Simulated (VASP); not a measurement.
The system is Ca.

```
CELL_PARAMETERS angstrom
0.00000 2.76240 2.76240
2.76240 0.00000 2.76240
2.76240 2.76240 0.00000
ATOMIC_POSITIONS crystal
Ca 0.00000 0.00000 0.00000
```

| Quantity | Value |
| --- | --- |
| Program | VASP 6.6.1 |
| Task | relaxation of cell and atoms |
| Functional | PBE |
| Dispersion | D3(BJ) |
| Potentials or basis | VASP PAW PBE potentials, release 64 (Ca_sv) |
| Cutoff | 600 eV |
| k mesh | 14 × 14 × 14 |
| Occupations | gaussian, width 0.1 eV |
| Spin | no spin polarisation |

At the start: pressure -0.8 GPa; volume 42.16 Å³/atom.

Task: Where does the relaxation end?

Result: Over 7 steps the energy falls by 5.0 meV/atom and the volume is 40.21 Å³/atom (-4.6 %); space group Fm-3m (No. 225, to 0.05 Å).

Step by step:
| step | energy change (eV) | largest force (eV/Å) | pressure (GPa) | volume (Å³) |
| --- | --- | --- | --- | --- |
| 1 | 0.0000 | 0.0000 | -0.82 | 42.16 |
| 2 | -0.0045 | 0.0000 | -0.27 | 40.86 |
| 3 | -0.0050 | 0.0000 | -0.03 | 40.29 |
| 4 | -0.0050 | 0.0000 | -0.04 | 40.22 |
| 5 | -0.0050 | 0.0000 | 0.04 | 40.09 |
| 6 | -0.0050 | 0.0000 | 0.03 | 40.16 |
| 7 | -0.0050 | 0.0000 | -0.01 | 40.21 |

Final structure:
```cif
data_structure
_symmetry_space_group_name_H-M 'P 1'
_symmetry_Int_Tables_number 1
_cell_length_a 3.8455
_cell_length_b 3.8455
_cell_length_c 3.8455
_cell_angle_alpha 60.000
_cell_angle_beta 60.000
_cell_angle_gamma 60.000
_cell_volume 40.21
loop_
_atom_site_label
_atom_site_type_symbol
_atom_site_fract_x
_atom_site_fract_y
_atom_site_fract_z
_atom_site_occupancy
Ca1 Ca 0.00000 0.00000 0.00000 1
```

Caveat: pairwise dispersion overbinds metals, which lowers pressure and volume.
